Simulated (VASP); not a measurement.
Wanted: the native input for a VASP 6.6.1 run.

* Task: single point
* Functional: PBE
* Potentials or basis: VASP PAW PBE potentials, release 64 (Rb_sv, Cl)
* Cutoff: 500 eV
* k mesh: 4 × 4 × 4
* Occupations: gaussian, width 0.01 eV
* Spin: no spin polarisation
* Dipole correction: no
* Further INCAR settings: ALGO = Normal; EDIFF = 1e-06; NBANDS = 15

The structure of RbCl lies in POSCAR:

```
RbCl
1.0
    0.0000000000      3.3057264191      3.3057264191
    3.3057264191      0.0000000000      3.3057264191
    3.3057264191      3.3057264191      0.0000000000
Rb Cl
1 1
Direct
    0.0000000000      0.0000000000      0.0000000000
    0.5000000000      0.5000000000      0.5000000000
```

These files were run (other wordings do the same):

INCAR

```
SYSTEM = RbCl
  PREC = Accurate
  ENCUT = 500
  EDIFF = 1E-6
  ISMEAR = 0
  SIGMA = 0.01
  LREAL = .FALSE.
  LASPH = .TRUE.
  NELM = 120
  ALGO = Normal
  ISIF = 2
  LWAVE = .FALSE.
  LCHARG = .FALSE.
  GGA = PE
  NBANDS = 15
  GGA_COMPAT = .FALSE.
```

KPOINTS

```
regular mesh
0
G
  4 4 4
  0 0 0
```

Potentials or basis: VASP PAW PBE potentials, release 64 (Rb_sv, Cl).

Run with:

```console
$ cat potpaw_PBE.64/Rb_sv/POTCAR potpaw_PBE.64/Cl/POTCAR > POTCAR
$ mpirun -np 1 vasp_std > vasp.out
```

It gave:

```json
{"Pressure": "0.6 GPa", "Band gap on the k mesh": "4.95 eV"}
```

Wall time 14 s on 1 thread of AMD EPYC 7R13, with other jobs on the host, peak memory 0.17 GiB.
